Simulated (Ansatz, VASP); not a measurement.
**One calculation of TiO2, two programs**

File INCAR:

```
SYSTEM = TiO2
PREC = Accurate
ENCUT = 520
EDIFF = 1E-6
ISMEAR = -1
SIGMA = 0.02
LREAL = .False.
LASPH = .True.
NELM = 80
ALGO = Normal
ISIF = 2
LWAVE = .False.
LCHARG = .False.
GGA = PE
NBANDS = 19
```

Contents of KPOINTS:

```
regular mesh
0
Gamma
  10 10 10
  0 0 0
```

POSCAR

```
TiO2
1.0
   -0.0079894242      2.3888378284      2.3888378284
    2.3888378284     -0.0079894242      2.3888378284
    2.3888378284      2.3888378284     -0.0079894242
Ti O
1 2
Direct
    0.0000000000      0.0000000000      0.0000000000
    0.2501981810      0.2501981810      0.2501981810
    0.7498018190      0.7498018190      0.7498018190
```

Input for Ansatz:

```yaml
crystal:
  lattice:
    - [-0.0079894242, 2.3888378284, 2.3888378284]
    - [2.3888378284, -0.0079894242, 2.3888378284]
    - [2.3888378284, 2.3888378284, -0.0079894242]
  atoms:
    - { symbol: Ti, position: [0.0, 0.0, 0.0] }
    - { symbol: O, position: [0.250198181, 0.250198181, 0.250198181] }
    - { symbol: O, position: [0.749801819, 0.749801819, 0.749801819] }
kpoints:
  mp_grid: { grid: [10, 10, 10] }
  band_path:
    path:
      - [0.0, 0.0, 0.0]
      - [0.5, 0.0, 0.5]
      - [0.625, 0.25, 0.625]
      - [0.375, 0.375, 0.75]
      - [0.5, 0.5, 0.5]
      - [0.5, 0.25, 0.75]
      - [0.0, 0.5, 0.5]
    npoints: 1
hamiltonian:
  xc: pbe
scf:
  occupations: { method: fermi_dirac, width: 0.02 }
  n_extra_bands: 4
output:
  forces: true
  stress: true
  eigenvalues: true
  write_density: true
  write_potential: true
  elf: true
  volumetric_format: npy
```

Change from the starting cell: shear_111 strain -0.5%.

Alike in both runs: task single point; functional PBE; k mesh 10 × 10 × 10; occupations fermi-dirac, width 0.02 eV; no spin polarisation.

|  | VASP | Ansatz |
| --- | --- | --- |
| version | VASP 6.6.1 | Ansatz 0.2.0 |
| potentials or method | VASP PAW PBE potentials, release 64 (Ti_sv, O) | plane waves, PAW |
| plane-wave cutoff (eV) | 520 | 420 |
| valence electrons in the cell | 24 | 24 |

```csv
,VASP,Ansatz,Ansatz less VASP
gap on the k mesh at the Fermi level (eV),1.13,1.15,+0.018
pressure (GPa),8.2,7.3,-0.88
"traceless stress, the component that is largest in VASP (GPa)",0.12,0.11,-0.008
```
